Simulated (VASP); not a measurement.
# CdP2C (P-4m2) in VASP: settings compared

The runs below take CdP2C through single point, with PBE, LDA.

Everything below comes from runs of VASP 6.6.1. Logs are shortened: lines on timing, memory, paths and dates and some standing lists are left out, and cuts for length are marked.

**1. The cell of the first run**

It takes space group P-4m2 (No. 115, tetragonal). Conventional cell: a = 3.282 Å, b = 3.282 Å, c = 6.124 Å, α = 90.00°, β = 90.00°, γ = 90.00°. Within 3.4 Å of Cd (site symmetry -4m2) lie 4 P at 2.60 Å and 4 Cd at 3.28 Å. Within 2.7 Å of P (site symmetry 2mm) lie 2 C at 1.94 Å and 2 Cd at 2.60 Å. Within 2.6 Å of C (site symmetry -4m2) lie 4 P at 1.94 Å.

**2. Single point, PBE**

The input, INCAR:

```
PREC = Accurate ; ENCUT = 520
EDIFF = 1E-7 ; ISMEAR = -1
SIGMA = 0.02 ; LREAL = False
LASPH = True ; NELM = 80
ALGO = Normal ; ISIF = 2
LWAVE = False ; LCHARG = False
GGA = PE ; NBANDS = 21
```

The input, KPOINTS:

```
regular mesh
0
Gamma
  6 6 6
```

The input, POSCAR:

```
CdP2C
1.0
    3.2819518066      0.0000000000      0.0000000000
    0.0000000000      3.2819518066      0.0000000000
    0.0000000000      0.0000000000      6.1236370406
Cd P C
1 2 1
Direct
    0.0000000000      0.0000000000      0.0000000000
    0.0000000000      0.5000000000      0.3295789846
    0.5000000000      0.0000000000      0.6704210154
    0.5000000000      0.5000000000      0.5000000000
```

Potentials or basis: VASP PAW PBE potentials, release 64 (Cd, P, C).

Run with:

```bash
> cat potpaw_PBE.64/Cd/POTCAR potpaw_PBE.64/P/POTCAR potpaw_PBE.64/C/POTCAR > POTCAR
> mpirun -np 1 vasp_std > vasp.out
```

OUTCAR:

```text
PREC = Accurate
   ENCUT = 520
   EDIFF = 1E-7
   ISMEAR = -1
   LREAL = False
   LASPH = True
   NELM = 80
   ISIF = 2
   GGA = PE

 ion  position               nearest neighbor table
   1  0.000  0.000  0.000-   2 2.60   3 2.60   2 2.60   3 2.60
   2  0.000  0.500  0.330-   4 1.94   4 1.94   1 2.60   1 2.60
   3  0.500  0.000  0.670-   4 1.94   4 1.94   1 2.60   1 2.60
   4  0.500  0.500  0.500-   2 1.94   3 1.94   3 1.94   2 1.94

  LATTYP: Found a simple tetragonal cell.
 ALAT       =     3.2819518066
 C/A-ratio  =     1.8658522128

  Lattice vectors:

 A1 = (   3.2819518066,   0.0000000000,   0.0000000000)
 A2 = (   0.0000000000,   3.2819518066,   0.0000000000)
 A3 = (   0.0000000000,   0.0000000000,   6.1236370406)

Analysis of symmetry for initial positions (statically):
=====================================================================
 Subroutine PRICEL returns:
 Original cell was already a primitive cell.

 Routine SETGRP: Setting up the symmetry group for a
 simple tetragonal supercell.

 Subroutine GETGRP returns: Found  8 space group operations
 (whereof  8 operations were pure point group operations)
 out of a pool of 16 trial point group operations.

The static configuration has the point symmetry D_2d.

Analysis of symmetry for dynamics (positions and initial velocities):
=====================================================================
 Subroutine PRICEL returns:
 Original cell was already a primitive cell.

 Routine SETGRP: Setting up the symmetry group for a
 simple tetragonal supercell.

 Subroutine GETGRP returns: Found  8 space group operations
 (whereof  8 operations were pure point group operations)
 out of a pool of 16 trial point group operations.

The dynamic configuration has the point symmetry D_2d.

 Subroutine INISYM returns: Found  8 space group operations
 (whereof  8 operations are pure point group operations),
 and found     1 'primitive' translations

----------------------------------------------------------------------------------------

                                     Primitive cell

  volume of cell :      65.9590

  direct lattice vectors                    reciprocal lattice vectors
     3.281951807  0.000000000  0.000000000     0.304696735  0.000000000  0.000000000
     0.000000000  3.281951807  0.000000000     0.000000000  0.304696735  0.000000000
     0.000000000  0.000000000  6.123637041     0.000000000  0.000000000  0.163301645

  length of vectors
     3.281951807  3.281951807  6.123637041     0.304696735  0.304696735  0.163301645

  position of ions in fractional coordinates (direct lattice)
     0.000000000  0.000000000  0.000000000
     0.000000000  0.500000000  0.329578985
     0.500000000  0.000000000  0.670421015
     0.500000000  0.500000000  0.500000000

  ion indices of the primitive-cell ions
   primitive index   ion index
                 1           1
                 2           2
                 3           3
                 4           4

----------------------------------------------------------------------------------------

 KPOINTS: regular mesh

Automatic generation of k-mesh.
 Grid dimensions read from file:
 generate k-points for:    6    6    6

 Generating k-lattice:

  Cartesian coordinates                     Fractional coordinates (reciprocal lattice)
     0.050782789  0.000000000  0.000000000     0.166666667  0.000000000  0.000000000
     0.000000000  0.050782789  0.000000000     0.000000000  0.166666667  0.000000000
     0.000000000  0.000000000  0.027216941     0.000000000  0.000000000  0.166666667

  Length of vectors
     0.050782789  0.050782789  0.027216941

  Shift w.r.t. Gamma in fractional coordinates (k-lattice)
     0.000000000  0.000000000  0.000000000

 Subroutine IBZKPT returns following result:
 ===========================================

 Found     40 irreducible k-points:

 Following reciprocal coordinates:
            Coordinates               Weight
  0.000000  0.000000  0.000000      1.000000
  0.166667  0.000000  0.000000      4.000000
  0.333333  0.000000  0.000000      4.000000
  0.500000  0.000000  0.000000      2.000000
  0.166667  0.166667  0.000000      4.000000
  0.333333  0.166667  0.000000      8.000000
[... 16 lines left out ...]
  0.333333  0.000000  0.333333      8.000000
  0.500000  0.000000  0.333333      4.000000
 [... further k-points ...]
   k-points           NKPTS =     40   k-points in BZ     NKDIM =     40   number of bands    NBANDS=     21
   number of dos      NEDOS =    301   number of ions     NIONS =      4
   total plane-waves  NPLWV =  27648
   dimension x,y,z NGX =    24 NGY =   24 NGZ =   48
   dimension x,y,z NGXF=    48 NGYF=   48 NGZF=   96
   ions per type =               1   2   1
   NGX,Y,Z   is equivalent  to a cutoff of  12.16, 12.16, 13.03 a.u.
   NGXF,Y,Z  is equivalent  to a cutoff of  24.31, 24.31, 26.06 a.u.
 SYSTEM =  unknown system
   PREC   = accura    normal or accurate (medium, high low for compatibility)
   ISTART =      0    job   : 0-new  1-cont  2-samecut
   ICHARG =      2    charge: 1-file 2-atom 10-const
   ISPIN  =      1    spin polarized calculation?
   LNONCOLLINEAR =      F non collinear calculations
   LSORBIT =      F    spin-orbit coupling
   LASPH  =      T    aspherical Exc in radial PAW
   ENCUT  =  520.0 eV  38.22 Ry    6.18 a.u.   6.10  6.10 11.39*2*pi/ulx,y,z
   NELM   =     80;   NELMIN=  2; NELMDL= -5     # of ELM steps
   EDIFF  = 0.1E-06   stopping-criterion for ELM
   LREAL  =      F    real-space projection
   EDIFFG = 0.1E-05   stopping-criterion for IOM
   NSW    =      0    number of steps for IOM
   IBRION =     -1    ionic relax: 0-MD 1-quasi-New 2-CG
   NFREE  =      0    steps in history (QN), initial steepest desc. (CG)
   ISIF   =      2    stress and relaxation
   ISYM   =      2    0-nonsym 1-usesym 2-fastsym
   POTIM  = 0.5000    time-step for ionic-motion
   TEBEG  =    0.0;   TEEND  =   0.0 temperature during run
   PSTRESS=    0.0 pullay stress
   NELECT =      26.0000    total number of electrons
   NUPDOWN=      -1.0000    fix difference up-down
   EMIN   =  10.00;   EMAX   =-10.00  energy-range for DOS
   EFERMI =   0.00;   METHOD = LEGACY
   ISMEAR =    -1;   SIGMA  =   0.02  broadening in eV -4-tet -1-fermi 0-gaus
   EFERMI_NEDOS =   21; number of points for ismear=-14 and -15
   IALGO  =     38    algorithm
   IMIX   =      4    mixing-type and parameters
     AMIX     =   0.40;   BMIX     =  1.00
     AMIX_MAG =   1.60;   BMIX_MAG =  1.00
  volume/ion in A,a.u.               =      16.49       111.28
  Fermi-wavevector in a.u.,A,eV,Ry     =   1.200350  2.268333 19.603829  1.440841
  Thomas-Fermi vector in A             =   2.336189
   LORBIT       =      0    0 simple, 1 ext, 2 COOP (PROOUT), +10 PAW based schemes
   GGA     = PE    functional components
   LHFCALC =     F    Hartree Fock is set to
   AEXX    =    0.0000 exact exchange contribution
   IVDW    =     0    specifies the selected vdW correction
   LEPSILON=     F    determine dielectric tensor
   LRPA    =     F    only Hartree local field effects (RPA)
 non-spin polarized calculation
  energy-cutoff  :      520.00
  volume of cell :       65.96
 maximum number of plane-waves:      1816
   NGX = 13   NGY = 13   NGZ = 23

 number of electron      25.9999988 magnetization

 Free energy of the ion-electron system (eV)
  ---------------------------------------------------
  ext. energy  EPLUGINS =         0.00000000
  ---------------------------------------------------
  free energy    TOTEN  =       -18.07794277 eV

  energy without entropy =      -18.07726293  energy(sigma->0) =      -18.07760285

 E-fermi :   6.2281     XC(G=0): -10.5204

 val. band max:        6.1163114384   @ k =   0.1667   0.0000   0.5000
 cond. band min:       6.2303143920   @ k =   0.3333   0.3333   0.0000
 fundamental gap:      0.1140029535
 Fermi energy:         6.2280839013

 k-point     1 :       0.0000    0.0000    0.0000
  band No.  band energies     occupation
      1     -10.6158      2.00000
      2      -5.8475      2.00000
      3      -3.7982      2.00000
      4      -3.5983      2.00000
      5      -3.3534      2.00000
      6      -3.3534      2.00000
[... 13 lines left out ...]
     20      13.9179      0.00000
     21      14.8206      0.00000

 k-point     2 :       0.1667    0.0000    0.0000
  band No.  band energies     occupation
      1     -10.3389      2.00000
      2      -5.7746      2.00000
      3      -3.7527      2.00000
      4      -3.6265      2.00000
      5      -3.4142      2.00000
      6      -3.3422      2.00000
[... 13 lines left out ...]
     20      14.1502      0.00000
     21      15.0094      0.00000

 k-point     3 :       0.3333    0.0000    0.0000
  band No.  band energies     occupation
      1      -9.5964      2.00000
      2      -5.9324      2.00000
      3      -4.2379      2.00000
      4      -3.7510      2.00000
      5      -3.3198      2.00000
      6      -3.2845      2.00000
[... 13 lines left out ...]
     20      13.5975      0.00000
     21      14.4954      0.00000

 k-point     4 :       0.5000    0.0000    0.0000
  band No.  band energies     occupation
      1      -8.9957      2.00000
      2      -6.4719      2.00000
      3      -4.5220      2.00000
      4      -3.7495      2.00000
      5      -3.3401      2.00000
      6      -3.3079      2.00000
[... 13 lines left out ...]
     20      12.5827      0.00000
     21      14.7796      0.00000

 k-point     5 :       0.1667    0.1667    0.0000
  band No.  band energies     occupation
      1     -10.0614      2.00000
      2      -5.6813      2.00000
      3      -3.6874      2.00000
      4      -3.6262      2.00000
      5      -3.5243      2.00000
      6      -3.2449      2.00000
[... 13 lines left out ...]
     20      12.9319      0.00000
     21      14.9065      0.00000
[... 382 lines left out ...]
     20      12.3790      0.00000
     21      15.1050      0.00000

 k-point    22 :       0.1667    0.0000    0.3333
  band No.  band energies     occupation
      1     -10.2970      2.00000
      2      -6.0859      2.00000
      3      -3.9569      2.00000
      4      -3.5523      2.00000
      5      -3.3877      2.00000
      6      -3.3504      2.00000
[... 13 lines left out ...]
     20      12.9756      0.00000
     21      14.2022      0.00000

 k-point    23 :       0.3333    0.0000    0.3333
  band No.  band energies     occupation
      1      -9.5742      2.00000
      2      -6.0045      2.00000
      3      -4.0394      2.00000
      4      -3.6924      2.00000
      5      -3.3560      2.00000
      6      -3.3236      2.00000
[... 13 lines left out ...]
     20      13.7515      0.00000
     21      14.0058      0.00000

 k-point    24 :       0.5000    0.0000    0.3333
  band No.  band energies     occupation
      1      -9.0033      2.00000
      2      -6.3959      2.00000
      3      -4.2748      2.00000
      4      -3.7261      2.00000
      5      -3.3388      2.00000
      6      -3.3254      2.00000
[... 13 lines left out ...]
     20      13.5096      0.00000
     21      14.4432      0.00000

 [... further k-points ...]
[... 5 lines left out ...]
  --------------------------------------------------------------------------------------
  -------------------------------------------------------------------------------------
  Total        0.0328173      0.0328173      0.1129737      0.0000000      0.0000000      0.0000000
  in kB        0.7971498      0.7971498      2.7441884      0.0000000      0.0000000      0.0000000
  external PRESSURE =       1.4461627 kB  Pullay stress =       0.0000000 kB

 VOLUME and BASIS-vectors are now :
 -----------------------------------------------------------------------------
  energy-cutoff  :      520.00
  volume of cell :       65.96
      direct lattice vectors                 reciprocal lattice vectors
     3.281951807  0.000000000  0.000000000     0.304696735  0.000000000  0.000000000
     0.000000000  3.281951807  0.000000000     0.000000000  0.304696735  0.000000000
     0.000000000  0.000000000  6.123637041     0.000000000  0.000000000  0.163301645

 POSITION                                       TOTAL-FORCE (eV/Angst)
 -----------------------------------------------------------------------------------
      0.00000      0.00000      0.00000        -0.000000      0.000000     -0.000000
      0.00000      1.64098      2.01822        -0.000000      0.000000      0.059274
      1.64098      0.00000      4.10541         0.000000      0.000000     -0.059274
      1.64098      1.64098      3.06182        -0.000000     -0.000000     -0.000000
 -----------------------------------------------------------------------------------
    total drift:                                0.000000      0.000000     -0.000000

  FREE ENERGIE OF THE ION-ELECTRON SYSTEM (eV)
  ---------------------------------------------------
  free  energy   TOTEN  =       -18.0779427701 eV

  energy  without entropy=      -18.0772629344  energy(sigma->0) =      -18.07760285
```

It took 62 s on 1 thread of Intel Xeon 8259CL, shared host; peak memory 0.21 GiB.

What came out:

```yaml
Free_energy: -18.0779 eV
Pressure: 0.1 GPa
Largest_force: 0.059 eV/Å
Band_gap_on_the_k_mesh: zero (bands 13 and 14 overlap by 0.54 eV)
```

Forces on the atoms (eV/Å):
```
Cd   0.000  0.000  0.000
P    0.000  0.000  0.059
P    0.000  0.000 -0.059
C    0.000  0.000  0.000
```

**3. Single point, LDA**

This run uses another cell than the first one, of 15.37 Å³/atom.

The input, INCAR:

```
PREC = Accurate ; ENCUT = 520
EDIFF = 1E-7 ; ISMEAR = -1
SIGMA = 0.02 ; LREAL = False
LASPH = True ; NELM = 60
ALGO = Normal ; ISIF = 2
LWAVE = False ; LCHARG = True
GGA = CA ; LELF = True
LVHAR = True ; NBANDS = 21
```

The input, KPOINTS:

```
regular mesh
0
Gamma
  8 8 4
```

The input, POSCAR:

```
CdP2C
1.0
    3.1917717660      0.0000000000      0.0000000000
    0.0000000000      3.1917717660      0.0000000000
    0.0000000000      0.0000000000      6.0362700595
Cd P C
1 2 1
Direct
    0.0000000000      0.0000000000      0.0000000000
    0.0000000000      0.5000000000      0.3267003364
    0.5000000000      0.0000000000      0.6732996636
    0.5000000000      0.5000000000      0.5000000000
```

Potentials or basis: VASP PAW LDA potentials, release 64 (Cd, P, C).

Run with:

```bash
> cat potpaw_LDA.64/Cd/POTCAR potpaw_LDA.64/P/POTCAR potpaw_LDA.64/C/POTCAR > POTCAR
> mpirun -np 1 vasp_std > vasp.out
```

Wall time 60 s (1 thread of Intel Xeon 8259CL, shared host); peak memory 0.19 GiB.

The run converged. Its results:

| Item | Value |
| --- | --- |
| Free energy | -21.1280 eV |
| Pressure | 0.3 GPa |
| Largest force | 0.083 eV/Å |
| Band gap on the k mesh | zero (bands 13 and 14 overlap by 1.06 eV) |

Forces in eV/Å, atoms in the order of the input:
```
Cd   0.000  0.000  0.000
P    0.000  0.000  0.083
P    0.000  0.000 -0.083
C    0.000  0.000  0.000
```

Stress tensor (GPa, compression positive):
```
0.23 0.00 0.00
0.00 0.23 0.00
0.00 0.00 0.57
```

Levels at points of the mesh, in eV from the Fermi level:
```tsv
k point	band 11	band 12	band 13	band 14	band 15	band 16
(0.00, 0.00, 0.00)	-2.87	-1.33	-0.21	0.89	0.89	1.79
(0.50, 0.00, 0.00)	-5.29	-5.13	0.58	0.66	1.87	2.60
(0.50, 0.50, 0.00)	-4.34	-4.34	-3.27	0.59	0.59	0.85
(0.00, 0.00, 0.50)	-5.97	-0.60	-0.28	0.26	0.26	3.09
(0.50, 0.00, 0.50)	-3.60	-3.30	-0.99	0.51	0.68	1.33
(0.50, 0.50, 0.50)	-4.92	-4.92	-3.66	1.76	2.97	2.97
```

(Part 1 of 2 ends here.)

The gap in the log of VASP goes by the Fermi energy; the results here count the filled bands.